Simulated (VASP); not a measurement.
Wanted: the native input for a VASP 6.6.1 run.

```yaml
Task: single point
Functional: PBE
Dispersion: D3(BJ)
Potentials_or_basis: VASP PAW PBE potentials, release 64 (P)
Cutoff: 520 eV
k_mesh: 12 × 12 × 8
Occupations: gaussian, width 0.01 eV
Spin: no spin polarisation
Dipole_correction: no
Further_INCAR_settings: ALGO = Normal; EDIFF = 1e-06; NBANDS = 18
```

The structure of P lies in POSCAR:

```
P
1.0
    1.6608893667     -5.0986673467      0.0000000000
    1.6608893667      5.0986673467      0.0000000000
    0.0000000000      0.0000000000      4.1616586351
P
4
Direct
    0.8935758185      0.1064241815      0.0717732455
    0.6064241815      0.3935758185      0.5717732455
    0.1064241815      0.8935758185      0.9282267545
    0.3935758185      0.6064241815      0.4282267545
```

These files were run (other wordings do the same):

INCAR

```
SYSTEM = P
ALGO = Normal ; EDIFF = 1E-6
ENCUT = 520 ; GGA = PE
ISIF = 2 ; ISMEAR = 0
IVDW = 12 ; LASPH = .True.
LCHARG = .False. ; LREAL = .False.
LWAVE = .False. ; NBANDS = 18
NELM = 80 ; PREC = Accurate
SIGMA = 0.01
```

KPOINTS

```
k-points
0
Gamma
  12 12 8
  0 0 0
```

Potentials or basis: VASP PAW PBE potentials, release 64 (P).

Command:

```console
$ cat potpaw_PBE.64/P/POTCAR > POTCAR
$ mpirun -np 1 vasp_std > vasp.out
```

Results of the run:

```json
{"Pressure": "-0.4 GPa", "Largest force": "0.061 eV/Å", "Band gap on the k mesh": "zero (bands 10 and 11 overlap by 0.19 eV)", "Dispersion energy per atom": "-0.398 eV"}
```

Run time: 110 s on 1 thread of Intel(R) Xeon(R) 6975P-C (Granite Rapids) (shared host), peak memory 0.34 GiB.
